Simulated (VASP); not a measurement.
# NaH8ClO4 in VASP: single point with PBE+D3(BJ)

Aim: the single point of NaH8ClO4 with PBE+D3(BJ).

Program: VASP 6.6.1. These are calculated values, not measurements. Logs are shortened: lines on timing, memory, paths and dates and some standing lists are left out, and cuts for length are marked.

**1. The cell of the first run**

The cell holds a disordered packing, 14 atoms: a = 5.974 Å, b = 5.974 Å, c = 5.974 Å, α = 90.00°, β = 90.00°, γ = 90.00°.

**2. Single point, PBE+D3(BJ)**

INCAR reads:

```
SYSTEM = NaH8ClO4
ALGO = Normal
EDIFF = 1E-6
ENCUT = 840
GGA = PE
GGA_COMPAT = .False.
ISIF = 2
ISMEAR = -1
IVDW = 12
LASPH = .True.
LCHARG = .False.
LREAL = .False.
LWAVE = .False.
NBANDS = 37
NELM = 120
PREC = Accurate
SIGMA = 0.05
```

KPOINTS reads:

```
k-points
0
Gamma
  1 1 1
  0 0 0
```

POSCAR reads:

```
NaH8ClO4
1.0
    5.9739610000      0.0000000000      0.0000000000
    0.0000000000      5.9739610000      0.0000000000
    0.0000000000      0.0000000000      5.9739610000
O H Na Cl
4 8 1 1
Direct
    0.5531525058      0.4224494473      0.4991527615
    0.8832979241      0.7938124963      0.3374911601
    0.2056869114      0.1233737891      0.3657510362
    0.1144683762      0.3461401814      0.8368043757
    0.6840337557      0.5184987255      0.5114883209
    0.5876733759      0.2934468458      0.5989835779
    0.8029523376      0.8748715481      0.4562924745
    0.8179734941      0.8474732046      0.1955111167
    0.1934796091      0.1719075128      0.5216718714
    0.1009180700     -0.0034235247      0.3503796243
    0.0677585085      0.4775941478      0.7534109905
   -0.0233433994      0.2510862269      0.8522351334
    0.3883528485      0.3488188951      0.1291065060
    0.7085399824      0.0346659039      0.8391594508
```

Potentials or basis: VASP PAW PBE potentials, release 64 (O, H, Na_sv, Cl).

On the command line:

```
> cat potpaw_PBE.64/O/POTCAR potpaw_PBE.64/H/POTCAR potpaw_PBE.64/Na_sv/POTCAR potpaw_PBE.64/Cl/POTCAR > POTCAR
> mpirun -np 1 vasp_gam > vasp.out
```

OUTCAR:

```text
SYSTEM = NaH8ClO4
   EDIFF = 1E-6
   ENCUT = 840
   GGA = PE
   ISIF = 2
   ISMEAR = -1
   IVDW = 12
   LASPH = .True.
   LREAL = .False.
   NELM = 120
   PREC = Accurate
 IVDW          = 12

 ion  position               nearest neighbor table
   1  0.553  0.422  0.499-   5 0.97   6 1.00
   2  0.883  0.794  0.337-   7 0.98   8 0.99
   3  0.206  0.123  0.366-   9 0.98  10 0.99
   4  0.114  0.346  0.837-  11 0.97  12 1.00
   5  0.684  0.518  0.511-   1 0.97
   6  0.588  0.293  0.599-   1 1.00
   7  0.803  0.875  0.456-   2 0.98
   8  0.818  0.847  0.196-   2 0.99
   9  0.193  0.172  0.522-   3 0.98
  10  0.101  0.997  0.350-   3 0.99
  11  0.068  0.478  0.753-   4 0.97
  12  0.977  0.251  0.852-   4 1.00
  13  0.388  0.349  0.129-
  14  0.709  0.035  0.839-

  LATTYP: Found a simple cubic cell.
 ALAT       =     5.9739610000

  Lattice vectors:

 A1 = (   5.9739610000,   0.0000000000,   0.0000000000)
 A2 = (   0.0000000000,   5.9739610000,   0.0000000000)
 A3 = (   0.0000000000,   0.0000000000,   5.9739610000)

Analysis of symmetry for initial positions (statically):
=====================================================================
 Subroutine PRICEL returns:
 Original cell was already a primitive cell.

 Routine SETGRP: Setting up the symmetry group for a
 simple cubic supercell.

 Subroutine GETGRP returns: Found  1 space group operations
 (whereof  1 operations were pure point group operations)
 out of a pool of 48 trial point group operations.

The static configuration has the point symmetry C_1 .

Analysis of symmetry for dynamics (positions and initial velocities):
=====================================================================
 Subroutine PRICEL returns:
 Original cell was already a primitive cell.

 Routine SETGRP: Setting up the symmetry group for a
 simple cubic supercell.

 Subroutine GETGRP returns: Found  1 space group operations
 (whereof  1 operations were pure point group operations)
 out of a pool of 48 trial point group operations.

The dynamic configuration has the point symmetry C_1 .

 Subroutine INISYM returns: Found  1 space group operations
 (whereof  1 operations are pure point group operations),
 and found     1 'primitive' translations

----------------------------------------------------------------------------------------

                                     Primitive cell

  volume of cell :     213.2000

  direct lattice vectors                    reciprocal lattice vectors
     5.973961000  0.000000000  0.000000000     0.167393125  0.000000000  0.000000000
     0.000000000  5.973961000  0.000000000     0.000000000  0.167393125  0.000000000
     0.000000000  0.000000000  5.973961000     0.000000000  0.000000000  0.167393125

  length of vectors
     5.973961000  5.973961000  5.973961000     0.167393125  0.167393125  0.167393125

  position of ions in fractional coordinates (direct lattice)
     0.553152506  0.422449447  0.499152761
     0.883297924  0.793812496  0.337491160
     0.205686911  0.123373789  0.365751036
     0.114468376  0.346140181  0.836804376
     0.684033756  0.518498726  0.511488321
     0.587673376  0.293446846  0.598983578
     0.802952338  0.874871548  0.456292475
     0.817973494  0.847473205  0.195511117
     0.193479609  0.171907513  0.521671871
     0.100918070  0.996576475  0.350379624
     0.067758508  0.477594148  0.753410991
     0.976656601  0.251086227  0.852235133
     0.388352848  0.348818895  0.129106506
     0.708539982  0.034665904  0.839159451

  ion indices of the primitive-cell ions
   primitive index   ion index
                 1           1
                 2           2
                 3           3
                 4           4
                 5           5
                 6           6
                 7           7
                 8           8
                 9           9
                10          10
                11          11
                12          12
                13          13
                14          14

----------------------------------------------------------------------------------------

 KPOINTS: k-points

Automatic generation of k-mesh.
 Grid dimensions read from file:
 generate k-points for:    1    1    1

 Generating k-lattice:

  Cartesian coordinates                     Fractional coordinates (reciprocal lattice)
     0.167393125  0.000000000  0.000000000     1.000000000  0.000000000  0.000000000
     0.000000000  0.167393125  0.000000000     0.000000000  1.000000000  0.000000000
     0.000000000  0.000000000  0.167393125     0.000000000  0.000000000  1.000000000

  Length of vectors
     0.167393125  0.167393125  0.167393125

  Shift w.r.t. Gamma in fractional coordinates (k-lattice)
     0.000000000  0.000000000  0.000000000

 Subroutine IBZKPT returns following result:
 ===========================================

 Found      1 irreducible k-points:

 Following reciprocal coordinates:
            Coordinates               Weight
  0.000000  0.000000  0.000000      1.000000
   k-points           NKPTS =      1   k-points in BZ     NKDIM =      1   number of bands    NBANDS=     37
   number of dos      NEDOS =    301   number of ions     NIONS =     14
   total plane-waves  NPLWV = 175616
   dimension x,y,z NGX =    56 NGY =   56 NGZ =   56
   dimension x,y,z NGXF=   112 NGYF=  112 NGZF=  112
   ions per type =               4   8   1   1
   NGX,Y,Z   is equivalent  to a cutoff of  15.58, 15.58, 15.58 a.u.
   NGXF,Y,Z  is equivalent  to a cutoff of  31.17, 31.17, 31.17 a.u.
 SYSTEM =  NaH8ClO4
   PREC   = accura    normal or accurate (medium, high low for compatibility)
   ISTART =      0    job   : 0-new  1-cont  2-samecut
   ICHARG =      2    charge: 1-file 2-atom 10-const
   ISPIN  =      1    spin polarized calculation?
   LNONCOLLINEAR =      F non collinear calculations
   LSORBIT =      F    spin-orbit coupling
   LASPH  =      T    aspherical Exc in radial PAW
   ENCUT  =  840.0 eV  61.74 Ry    7.86 a.u.  14.12 14.12 14.12*2*pi/ulx,y,z
   NELM   =    120;   NELMIN=  2; NELMDL= -5     # of ELM steps
   EDIFF  = 0.1E-05   stopping-criterion for ELM
   LREAL  =      F    real-space projection
   EDIFFG = 0.1E-04   stopping-criterion for IOM
   NSW    =      0    number of steps for IOM
   IBRION =     -1    ionic relax: 0-MD 1-quasi-New 2-CG
   NFREE  =      0    steps in history (QN), initial steepest desc. (CG)
   ISIF   =      2    stress and relaxation
   ISYM   =      2    0-nonsym 1-usesym 2-fastsym
   POTIM  = 0.5000    time-step for ionic-motion
   TEBEG  =    0.0;   TEEND  =   0.0 temperature during run
   PSTRESS=    0.0 pullay stress
   NELECT =      48.0000    total number of electrons
   NUPDOWN=      -1.0000    fix difference up-down
   EMIN   =  10.00;   EMAX   =-10.00  energy-range for DOS
   EFERMI =   0.00;   METHOD = LEGACY
   ISMEAR =    -1;   SIGMA  =   0.05  broadening in eV -4-tet -1-fermi 0-gaus
   EFERMI_NEDOS =   21; number of points for ismear=-14 and -15
   IALGO  =     38    algorithm
   IMIX   =      4    mixing-type and parameters
     AMIX     =   0.40;   BMIX     =  1.00
     AMIX_MAG =   1.60;   BMIX_MAG =  1.00
  volume/ion in A,a.u.               =      15.23       102.77
  Fermi-wavevector in a.u.,A,eV,Ry     =   0.995924  1.882023 13.495137  0.991865
  Thomas-Fermi vector in A             =   2.127977
   LORBIT       =      0    0 simple, 1 ext, 2 COOP (PROOUT), +10 PAW based schemes
   GGA     = PE    functional components
   LHFCALC =     F    Hartree Fock is set to
   AEXX    =    0.0000 exact exchange contribution
   IVDW    =    12    specifies the selected vdW correction
   LEPSILON=     F    determine dielectric tensor
   LRPA    =     F    only Hartree local field effects (RPA)
 non-spin polarized calculation
  energy-cutoff  :      840.00
  volume of cell :      213.20
 maximum number of plane-waves:      5877
   NGX = 29   NGY = 29   NGZ = 29

 number of electron      48.0000004 magnetization

 Free energy of the ion-electron system (eV)
  ---------------------------------------------------
  ext. energy  EPLUGINS =         0.00000000
  ---------------------------------------------------
  free energy    TOTEN  =       -64.85719819 eV

  energy without entropy =      -64.85719819  energy(sigma->0) =      -64.85719819

 E-fermi :  -2.0844     XC(G=0):  -6.1501

 val. band max:       -3.4403545062   @ k =   0.0000   0.0000   0.0000
 cond. band min:       0.7129890393   @ k =   0.0000   0.0000   0.0000
 fundamental gap:      4.1533435454
 Fermi energy:        -2.0844112477

 k-point     1 :       0.0000    0.0000    0.0000
  band No.  band energies     occupation
      1     -52.6748      2.00000
      2     -24.6289      2.00000
      3     -24.6074      2.00000
      4     -24.5636      2.00000
      5     -22.6076      2.00000
      6     -22.2846      2.00000
[... 28 lines left out ...]
     35       7.2474      0.00000
     36       7.3402      0.00000
 [bands above 36 left out]

------------------------ aborting loop because EDIFF is reached ----------------------------------------

 Edisp (eV)   -0.57891

 E8    (eV) :    -0.1599

  FORCE on cell =-STRESS in cart. coord.  units (eV):
  Direction    XX          YY          ZZ          XY          YZ          ZX
  --------------------------------------------------------------------------------------
  -------------------------------------------------------------------------------------
  Total      -0.15816    -0.67997    -3.16503     1.19045    -0.15951    -0.12965
  in kB      -1.18859    -5.10990   -23.78486     8.94610    -1.19867    -0.97430
  external pressure =      -10.03 kB  Pullay stress =        0.00 kB

 VOLUME and BASIS-vectors are now :
 -----------------------------------------------------------------------------
  energy-cutoff  :      840.00
  volume of cell :      213.20
      direct lattice vectors                 reciprocal lattice vectors
     5.973961000  0.000000000  0.000000000     0.167393125  0.000000000  0.000000000
     0.000000000  5.973961000  0.000000000     0.000000000  0.167393125  0.000000000
     0.000000000  0.000000000  5.973961000     0.000000000  0.000000000  0.167393125

 POSITION                                       TOTAL-FORCE (eV/Angst)
 -----------------------------------------------------------------------------------
      3.30451      2.52370      2.98192         0.176206     -0.265665      0.144238
      5.27679      4.74220      2.01616        -0.178001      0.093996     -0.038295
      1.22877      0.73703      2.18498        -0.023089     -0.027984      0.155045
      0.68383      2.06783      4.99904        -0.051096     -0.079674      0.025158
      4.08639      3.09749      3.05561         0.006692      0.113630     -0.200872
      3.51074      1.75304      3.57830        -0.092820      0.165336     -0.198204
      4.79681      5.22645      2.72587        -0.067677      0.040113      0.056962
      4.88654      5.06277      1.16798        -0.006307     -0.027020      0.068687
      1.15584      1.02697      3.11645         0.042124     -0.009437     -0.033295
      0.60288      5.95351      2.09315         0.035399     -0.007770      0.028584
      0.40479      2.85313      4.50085         0.041621      0.030842     -0.024310
      5.83451      1.49998      5.09122         0.102383      0.067524     -0.015755
      2.32000      2.08383      0.77128         0.066933     -0.196221     -0.022710
      4.23279      0.20709      5.01311        -0.052367      0.102330      0.054767
 -----------------------------------------------------------------------------------
    total drift:                                0.001098      0.000142      0.000284

  FREE ENERGIE OF THE ION-ELECTRON SYSTEM (eV)
  ---------------------------------------------------
  free  energy   TOTEN  =       -65.4361058275 eV

  energy  without entropy=      -65.4361058275  energy(sigma->0) =      -65.43610583
```

Wall time 37 s (1 thread of Intel Xeon Platinum 8259CL at 2.50GHz (Skylake/Cascade Lake), shared host); peak memory 0.41 GiB.

What came out:

| Item | Value |
| --- | --- |
| Free energy | -65.4361 eV |
| Pressure | -1.0 GPa |
| Largest force | 0.350 eV/Å |
| Dispersion energy per atom | -0.041 eV |

Forces on the atoms (eV/Å):
```
O    0.176 -0.266  0.144
O   -0.178  0.094 -0.038
O   -0.023 -0.028  0.155
O   -0.051 -0.080  0.025
H    0.007  0.114 -0.201
H   -0.093  0.165 -0.198
H   -0.068  0.040  0.057
H   -0.006 -0.027  0.069
H    0.042 -0.009 -0.033
H    0.035 -0.008  0.029
H    0.042  0.031 -0.024
H    0.102  0.068 -0.016
Na   0.067 -0.196 -0.023
Cl  -0.052  0.102  0.055
```

Caveat: the k points lie up to 1.05 Å⁻¹ apart, too coarse for converged energies, forces and pressures.
